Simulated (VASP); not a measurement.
# Ta3Ga (P6_3/mmc) in VASP: relaxation of cell and atoms with PBE

Aim: the relaxation of cell and atoms of Ta3Ga with PBE.

All numbers are computed with VASP 6.6.1; they aren't measurements. Logs are shortened: lines on timing, memory, paths and dates and some standing lists are left out, and cuts for length are marked.

## (1) The cell of the first run

The structure is hexagonal, space group P6_3/mmc (No. 194). The conventional cell has a = 5.822 Å, b = 5.822 Å, c = 4.673 Å, α = 90.00°, β = 90.00°, γ = 120.00°. Within 3.8 Å of Ta (site symmetry mm2) lie 4 Ga at 2.88 to 2.91 Å and 8 Ta at 2.88 to 2.92 Å. Within 3.8 Å of Ga (site symmetry -6m2) lie 12 Ta at 2.88 to 2.91 Å.

## (2) Relaxation of cell and atoms, PBE

The input, INCAR:

```
SYSTEM = Ta3Ga
  ALGO = Normal
  EDIFF = 1E-6
  EDIFFG = -0.04
  ENCUT = 600
  GGA = PE
  IBRION = 2
  ISIF = 3
  ISMEAR = 0
  LASPH = .TRUE.
  LCHARG = .FALSE.
  LREAL = .FALSE.
  LWAVE = .FALSE.
  NELM = 60
  NSW = 90
  PREC = Accurate
  SIGMA = 0.1
```

The input, KPOINTS:

```
k-points
0
G
  3 3 4
  0 0 0
```

The input, POSCAR:

```
Ta3Ga
1.0
    5.8217690296      0.0000000000      0.0000000000
   -2.9108845148      5.0417998746      0.0000000000
    0.0000000000      0.0000000000      4.6728679004
Ta Ga
6 2
Direct
    0.8330000000      0.6660000000      0.2500000000
    0.1670000000      0.8330000000      0.7500000000
    0.3340000000      0.1670000000      0.2500000000
    0.1670000000      0.3340000000      0.7500000000
    0.8330000000      0.1670000000      0.2500000000
    0.6660000000      0.8330000000      0.7500000000
    0.3333333333      0.6666666667      0.2500000000
    0.6666666667      0.3333333333      0.7500000000
```

Potentials or basis: VASP PAW PBE potentials, release 64 (Ta_pv, Ga_d).

Command:

```
$ cat potpaw_PBE.64/Ta_pv/POTCAR potpaw_PBE.64/Ga_d/POTCAR > POTCAR
$ mpirun -np 1 vasp_std > vasp.out
```

OUTCAR:

```text
SYSTEM = Ta3Ga
   EDIFF = 1E-6
   EDIFFG = -0.04
   ENCUT = 600
   GGA = PE
   IBRION = 2
   ISIF = 3
   ISMEAR = 0
   LASPH = .TRUE.
   LREAL = .FALSE.
   NELM = 60
   NSW = 90
   PREC = Accurate

 ion  position               nearest neighbor table
   1  0.833  0.666  0.250-   8 2.88   8 2.88   2 2.88   2 2.88   6 2.88   6 2.88   5 2.91   3 2.91
                             7 2.91   7 2.91   5 2.92   3 2.92
   2  0.167  0.833  0.750-   7 2.88   7 2.88   1 2.88   1 2.88   3 2.88   3 2.88   6 2.91   4 2.91
                             8 2.91   8 2.91   6 2.92   4 2.92
   3  0.334  0.167  0.250-   8 2.88   8 2.88   4 2.88   4 2.88   2 2.88   2 2.88   5 2.91   1 2.91
                             7 2.91   7 2.91   5 2.92   1 2.92
   4  0.167  0.334  0.750-   7 2.88   7 2.88   3 2.88   3 2.88   5 2.88   5 2.88   2 2.91   6 2.91
                             8 2.91   8 2.91   2 2.92   6 2.92
   5  0.833  0.167  0.250-   8 2.88   8 2.88   4 2.88   4 2.88   6 2.88   6 2.88   3 2.91   1 2.91
                             7 2.91   7 2.91   3 2.92   1 2.92
   6  0.666  0.833  0.750-   7 2.88   7 2.88   1 2.88   1 2.88   5 2.88   5 2.88   2 2.91   4 2.91
                             8 2.91   8 2.91   2 2.92   4 2.92
   7  0.333  0.667  0.250-   2 2.88   2 2.88   6 2.88   6 2.88   4 2.88   4 2.88   1 2.91   3 2.91
                             5 2.91   5 2.91   1 2.91   3 2.91
   8  0.667  0.333  0.750-   5 2.88   5 2.88   3 2.88   3 2.88   1 2.88   1 2.88   4 2.91   6 2.91
                             2 2.91   2 2.91   4 2.91   6 2.91

  LATTYP: Found a hexagonal cell.
 ALAT       =     5.8217690296
 C/A-ratio  =     0.8026542923

  Lattice vectors:

 A1 = (   5.8217690296,   0.0000000000,   0.0000000000)
 A2 = (  -2.9108845148,   5.0417998746,   0.0000000000)
 A3 = (   0.0000000000,   0.0000000000,   4.6728679004)

Analysis of symmetry for initial positions (statically):
=====================================================================
 Subroutine PRICEL returns:
 Original cell was already a primitive cell.

 Routine SETGRP: Setting up the symmetry group for a
 hexagonal supercell.

 Subroutine GETGRP returns: Found 24 space group operations
 (whereof 12 operations were pure point group operations)
 out of a pool of 24 trial point group operations.

The static configuration has the point symmetry D_3d.
 The point group associated with its full space group is D_6h.

Analysis of symmetry for dynamics (positions and initial velocities):
=====================================================================
 Subroutine PRICEL returns:
 Original cell was already a primitive cell.

 Routine SETGRP: Setting up the symmetry group for a
 hexagonal supercell.

 Subroutine GETGRP returns: Found 24 space group operations
 (whereof 12 operations were pure point group operations)
 out of a pool of 24 trial point group operations.

The dynamic configuration has the point symmetry D_3d.
 The point group associated with its full space group is D_6h.

 Subroutine INISYM returns: Found 24 space group operations
 (whereof 12 operations are pure point group operations),
 and found     1 'primitive' translations

----------------------------------------------------------------------------------------

                                     Primitive cell

  volume of cell :     137.1589

  direct lattice vectors                    reciprocal lattice vectors
     5.821769030  0.000000000  0.000000000     0.171769095  0.099170933  0.000000000
    -2.910884515  5.041799875  0.000000000     0.000000000  0.198341867  0.000000000
     0.000000000  0.000000000  4.672867900     0.000000000  0.000000000  0.214001342

  length of vectors
     5.821769030  5.821769030  4.672867900     0.198341867  0.198341867  0.214001342

  position of ions in fractional coordinates (direct lattice)
     0.833000000  0.666000000  0.250000000
     0.167000000  0.833000000  0.750000000
     0.334000000  0.167000000  0.250000000
     0.167000000  0.334000000  0.750000000
     0.833000000  0.167000000  0.250000000
     0.666000000  0.833000000  0.750000000
     0.333333333  0.666666667  0.250000000
     0.666666667  0.333333333  0.750000000

  ion indices of the primitive-cell ions
   primitive index   ion index
                 1           1
                 2           2
                 3           3
                 4           4
                 5           5
                 6           6
                 7           7
                 8           8

----------------------------------------------------------------------------------------

 KPOINTS: k-points

Automatic generation of k-mesh.
 Grid dimensions read from file:
 generate k-points for:    3    3    4

 Generating k-lattice:

  Cartesian coordinates                     Fractional coordinates (reciprocal lattice)
     0.057256365  0.033056978  0.000000000     0.333333333  0.000000000  0.000000000
     0.000000000  0.066113956  0.000000000     0.000000000  0.333333333  0.000000000
     0.000000000  0.000000000  0.053500335     0.000000000  0.000000000  0.250000000

  Length of vectors
     0.066113956  0.066113956  0.053500335

  Shift w.r.t. Gamma in fractional coordinates (k-lattice)
     0.000000000  0.000000000  0.000000000

 Subroutine IBZKPT returns following result:
 ===========================================

 Found      9 irreducible k-points:

 Following reciprocal coordinates:
            Coordinates               Weight
  0.000000  0.000000  0.000000      1.000000
  0.333333  0.000000  0.000000      6.000000
  0.333333  0.333333  0.000000      2.000000
  0.000000  0.000000  0.250000      2.000000
  0.333333  0.000000  0.250000     12.000000
  0.333333  0.333333  0.250000      4.000000
  0.000000  0.000000  0.500000      1.000000
  0.333333  0.000000  0.500000      6.000000
  0.333333  0.333333  0.500000      2.000000
   k-points           NKPTS =      9   k-points in BZ     NKDIM =      9   number of bands    NBANDS=     55
   number of dos      NEDOS =    301   number of ions     NIONS =      8
   total plane-waves  NPLWV =  92160
   dimension x,y,z NGX =    48 NGY =   48 NGZ =   40
   dimension x,y,z NGXF=    96 NGYF=   96 NGZF=   80
   ions per type =               6   2
   NGX,Y,Z   is equivalent  to a cutoff of  13.71, 13.71, 14.23 a.u.
   NGXF,Y,Z  is equivalent  to a cutoff of  27.41, 27.41, 28.46 a.u.
 SYSTEM =  Ta3Ga
   PREC   = accura    normal or accurate (medium, high low for compatibility)
   ISTART =      0    job   : 0-new  1-cont  2-samecut
   ICHARG =      2    charge: 1-file 2-atom 10-const
   ISPIN  =      1    spin polarized calculation?
   LNONCOLLINEAR =      F non collinear calculations
   LSORBIT =      F    spin-orbit coupling
   LASPH  =      T    aspherical Exc in radial PAW
   ENCUT  =  600.0 eV  44.10 Ry    6.64 a.u.  11.63 11.63  9.33*2*pi/ulx,y,z
   NELM   =     60;   NELMIN=  2; NELMDL= -5     # of ELM steps
   EDIFF  = 0.1E-05   stopping-criterion for ELM
   LREAL  =      F    real-space projection
   EDIFFG = -.4E-01   stopping-criterion for IOM
   NSW    =     90    number of steps for IOM
   IBRION =      2    ionic relax: 0-MD 1-quasi-New 2-CG
   NFREE  =      1    steps in history (QN), initial steepest desc. (CG)
   ISIF   =      3    stress and relaxation
   ISYM   =      2    0-nonsym 1-usesym 2-fastsym
   POTIM  = 0.5000    time-step for ionic-motion
   TEBEG  =    0.0;   TEEND  =   0.0 temperature during run
   PSTRESS=    0.0 pullay stress
   NELECT =      92.0000    total number of electrons
   NUPDOWN=      -1.0000    fix difference up-down
   EMIN   =  10.00;   EMAX   =-10.00  energy-range for DOS
   EFERMI =   0.00;   METHOD = LEGACY
   ISMEAR =     0;   SIGMA  =   0.10  broadening in eV -4-tet -1-fermi 0-gaus
   EFERMI_NEDOS =   21; number of points for ismear=-14 and -15
   IALGO  =     38    algorithm
   IMIX   =      4    mixing-type and parameters
     AMIX     =   0.40;   BMIX     =  1.00
     AMIX_MAG =   1.60;   BMIX_MAG =  1.00
  volume/ion in A,a.u.               =      17.14       115.70
  Fermi-wavevector in a.u.,A,eV,Ry     =   1.433055  2.708081 27.941544  2.053646
  Thomas-Fermi vector in A             =   2.552615
   LORBIT       =      0    0 simple, 1 ext, 2 COOP (PROOUT), +10 PAW based schemes
   GGA     = PE    functional components
   LHFCALC =     F    Hartree Fock is set to
   AEXX    =    0.0000 exact exchange contribution
   IVDW    =     0    specifies the selected vdW correction
   LEPSILON=     F    determine dielectric tensor
   LRPA    =     F    only Hartree local field effects (RPA)
 conjugate gradient relaxation of ions
 non-spin polarized calculation
 Gauss-broadening in eV      SIGMA  =   0.10
  energy-cutoff  :      600.00
  volume of cell :      137.16
 maximum number of plane-waves:      4602
 NGX is ok and might be reduce to    48
   NGX = 23   NGY = 23   NGZ = 19

--------------------------------------- Ionic step        1  -------------------------------------------

 number of electron      92.0000001 magnetization

 Free energy of the ion-electron system (eV)
  ---------------------------------------------------
  ext. energy  EPLUGINS =         0.00000000
  ---------------------------------------------------
  free energy    TOTEN  =       -76.64003679 eV

  energy without entropy =      -76.56576413  energy(sigma->0) =      -76.60290046

------------------------ aborting loop because EDIFF is reached ----------------------------------------

  FORCE on cell =-STRESS in cart. coord.  units (eV):
  Direction    XX          YY          ZZ          XY          YZ          ZX
  --------------------------------------------------------------------------------------
  -------------------------------------------------------------------------------------
  Total        2.1255655      2.1255655      6.7710295     -0.0000000      0.0000000      0.0000000
  in kB       24.8291015     24.8291015     79.0935756     -0.0000000      0.0000000      0.0000000
  external PRESSURE =      42.9172595 kB  Pullay stress =       0.0000000 kB
[... 321 lines left out ...]
  energy  without entropy=      -76.7361871016  energy(sigma->0) =      -76.77024606

--------------------------------------- Ionic step        9  -------------------------------------------

 number of electron      92.0000000 magnetization

 Free energy of the ion-electron system (eV)
  ---------------------------------------------------
  ext. energy  EPLUGINS =         0.00000000
  ---------------------------------------------------
  free energy    TOTEN  =       -76.80464723 eV

  energy without entropy =      -76.73626001  energy(sigma->0) =      -76.77045362

 E-fermi :   6.0785     XC(G=0): -12.4258

 val. band max:        6.0372707017   @ k =   0.3333   0.0000   0.2500
 cond. band min:       6.0885357635   @ k =   0.3333   0.3333   0.0000
 fundamental gap:      0.0512650618
 Fermi energy:         6.0784616389

 k-point     1 :       0.0000    0.0000    0.0000
  band No.  band energies     occupation
      1     -28.5830      2.00000
      2     -28.4957      2.00000
      3     -28.3987      2.00000
      4     -28.3274      2.00000
      5     -28.3274      2.00000
      6     -28.2553      2.00000
[... 546 lines left out ...]
  FREE ENERGIE OF THE ION-ELECTRON SYSTEM (eV)
  ---------------------------------------------------
  free  energy   TOTEN  =       -76.8046472331 eV

  energy  without entropy=      -76.7362600055  energy(sigma->0) =      -76.77045362

 reached required accuracy - stopping structural energy minimisation
```

Run time: 4.8 min. Hardware: 1 thread of Intel Xeon 6975P-C (Granite Rapids), shared host; peak memory 0.33 GiB.

What came out:

* Free energy: -76.8046 eV
* Relaxed volume: 17.58 Å³/atom
* Relaxed cell: a = 5.771 Å, b = 5.771 Å, c = 4.876 Å, α = 90.00°, β = 90.00°, γ = 120.00°
* Space group after relaxing (to 0.1 Å): P6_3/mmc (No. 194)
* Energy gained by relaxing: 20.6 meV/atom
* Ionic steps: 9
* Pressure after relaxing: 0.1 GPa
* Largest force after relaxing: 0.026 eV/Å
* Band gap on the k mesh: zero (bands 46 and 47 overlap by 0.63 eV)

Forces in eV/Å, atoms in the order of the input:
```
Ta   0.000 -0.026  0.000
Ta   0.023 -0.013  0.000
Ta   0.023  0.013  0.000
Ta   0.000  0.026  0.000
Ta  -0.023  0.013  0.000
Ta  -0.023 -0.013  0.000
Ga   0.000  0.000  0.000
Ga   0.000  0.000  0.000
```

Step by step:
| step | energy change (eV) | largest force (eV/Å) | pressure (GPa) | volume (Å³) |
| --- | --- | --- | --- | --- |
| 1 | 0.0000 | 0.5234 | 4.29 | 137.16 |
| 2 | -0.0191 | 0.1769 | -6.77 | 146.44 |
| 3 | -0.1030 | 0.3078 | -1.89 | 141.91 |
| 4 | -0.1595 | 0.0938 | 0.15 | 140.60 |
| 5 | -0.1598 | 0.1134 | 0.31 | 140.50 |
| 6 | -0.1640 | 0.0384 | -0.35 | 140.98 |
| 7 | -0.1640 | 0.0386 | -0.35 | 140.98 |
| 8 | -0.1643 | 0.0160 | 0.33 | 140.37 |
| 9 | -0.1646 | 0.0263 | 0.07 | 140.63 |

Final structure:
```
CELL_PARAMETERS angstrom
5.77074 0.00000 0.00000
-2.88537 4.99760 0.00000
0.00000 0.00000 4.87632
ATOMIC_POSITIONS crystal
Ta 0.83606 0.67212 0.25000
Ta 0.16394 0.83606 0.75000
Ta 0.32788 0.16394 0.25000
Ta 0.16394 0.32788 0.75000
Ta 0.83606 0.16394 0.25000
Ta 0.67212 0.83606 0.75000
Ga 0.33333 0.66667 0.25000
Ga 0.66667 0.33333 0.75000
```

Levels at points of the mesh, in eV from the Fermi level:
```csv
k point,band 43,band 44,band 45,band 46,band 47,band 48,band 49,band 50
"(0.00, 0.00, 0.00)",-0.93,-0.90,0.16,0.16,0.17,0.17,0.38,2.53
"(0.00, 0.00, 0.50)",-0.85,-0.85,-0.29,-0.29,-0.29,-0.29,2.27,2.27
```

Caveat: the k points lie up to 0.42 Å⁻¹ apart in the final cell, too coarse for converged energies and pressures of a metal; spin-orbit coupling is left out, which moves the levels of the heavy elements.

The gap in the log of VASP goes by the Fermi energy; the results here count the filled bands.